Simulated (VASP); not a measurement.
A run of VASP 6.6.1 is set up as follows.

INCAR

```
SYSTEM = CsI
PREC     = Accurate       ! precision mode
ENCUT    = 500            ! plane-wave cutoff, eV
EDIFF    = 1E-6           ! SCF threshold, eV
ISMEAR   = -1             ! smearing method
SIGMA    = 0.01           ! smearing width, eV
LREAL    = .FALSE.        ! projectors in reciprocal space
LASPH    = .TRUE.         ! aspherical terms in the spheres
NELM     = 120            ! most SCF steps
ALGO     = Normal         ! electronic algorithm
ISIF     = 2              ! what is computed and relaxed
LWAVE    = .FALSE.        ! write WAVECAR
LCHARG   = .FALSE.        ! write CHGCAR
NBANDS   = 15             ! bands
GGA_COMPAT= .FALSE.
```

The input KPOINTS:

```
regular mesh
0
G
  7 7 7
  0 0 0
```

The input POSCAR:

```
CsI
1.0
    4.5667000000     -0.0228335000     -0.0228335000
   -0.0228335000      4.5667000000     -0.0228335000
   -0.0228335000     -0.0228335000      4.5667000000
Cs I
1 1
Direct
    0.0000000000      0.0000000000      0.0000000000
    0.5000000000      0.5000000000      0.5000000000
```

Potentials or basis: VASP PAW LDA potentials, release 64 (Cs_sv, I).

Launch:

```bash
$ cat potpaw_LDA.64/Cs_sv/POTCAR potpaw_LDA.64/I/POTCAR > POTCAR
$ mpirun -np 1 vasp_std > vasp.out
```

**Question.** What does it give for the band gap on the k mesh?

**Answer.** 3.56 eV (least direct gap 3.63 eV).

**Question.** Predict the pressure.

**Answer.** -1.4 GPa.

Stress tensor (GPa, compression positive):
```
-1.36  0.05  0.05
 0.05 -1.36  0.05
 0.05  0.05 -1.36
```

Caveat: the cell differs from its parent crystal (equal xy, yz and zx shear strains of -1 %); spin-orbit coupling is left out, which moves the levels of the heavy elements; an odd mesh through Γ misses points on the zone boundary, where band edges can lie.
